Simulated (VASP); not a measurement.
Input of a VASP 6.6.1 run:

Contents of INCAR:

```
SYSTEM = WC3
ALGO = Normal ; EDIFF = 1E-7
EDIFFG = -0.01 ; ENCUT = 600
GGA = PE ; IBRION = 2
ISIF = 3 ; ISMEAR = 0
LASPH = .True. ; LCHARG = .False.
LREAL = .False. ; LWAVE = .False.
NELM = 80 ; NSW = 100
PREC = Accurate ; SIGMA = 0.1
```

File KPOINTS:

```
k-points
0
Gamma
  12 12 10
  0 0 0
```

Contents of POSCAR:

```
WC3
1.0
    4.4358982408      0.0000000000      0.0000000000
   -2.2179491204      3.8416005651      0.0000000000
    0.0000000000      0.0000000000      4.3522531405
W C
2 6
Direct
    0.3333333333      0.6666666667      0.2500000000
    0.6666666667      0.3333333333      0.7500000000
    0.7820734080      0.5641468161      0.2500000000
    0.2179265920      0.7820734080      0.7500000000
    0.4358531839      0.2179265920      0.2500000000
    0.2179265920      0.4358531839      0.7500000000
    0.7820734080      0.2179265920      0.2500000000
    0.5641468161      0.7820734080      0.7500000000
```

Potentials or basis: VASP PAW PBE potentials, release 64 (W_sv, C).

Run with:

```bash
$ cat potpaw_PBE.64/W_sv/POTCAR potpaw_PBE.64/C/POTCAR > POTCAR
$ mpirun -np 1 vasp_std > vasp.out
```

Question: Predict the band gap on the k mesh.

Answer: Zero (bands 26 and 27 overlap by 1.23 eV).

Question: Estimate the relaxed cell.

Answer: a = 4.466 Å, b = 4.466 Å, c = 4.296 Å, α = 90.00°, β = 90.00°, γ = 120.00°.

Question: Estimate the space group after relaxing (to 0.1 Å).

Answer: P6_3/mmc (No. 194).

Question: What does it give for the relaxed volume?

Answer: 9.28 Å³/atom.

Final structure:
```
CELL_PARAMETERS angstrom
4.46596 0.00000 0.00000
-2.23298 3.86764 0.00000
0.00000 0.00000 4.29600
ATOMIC_POSITIONS crystal
W 0.33333 0.66667 0.25000
W 0.66667 0.33333 0.75000
C 0.78208 0.56416 0.25000
C 0.21792 0.78208 0.75000
C 0.43584 0.21792 0.25000
C 0.21792 0.43584 0.75000
C 0.78208 0.21792 0.25000
C 0.56416 0.78208 0.75000
```

Caveat: spin-orbit coupling is left out, which moves the levels of the heavy elements.
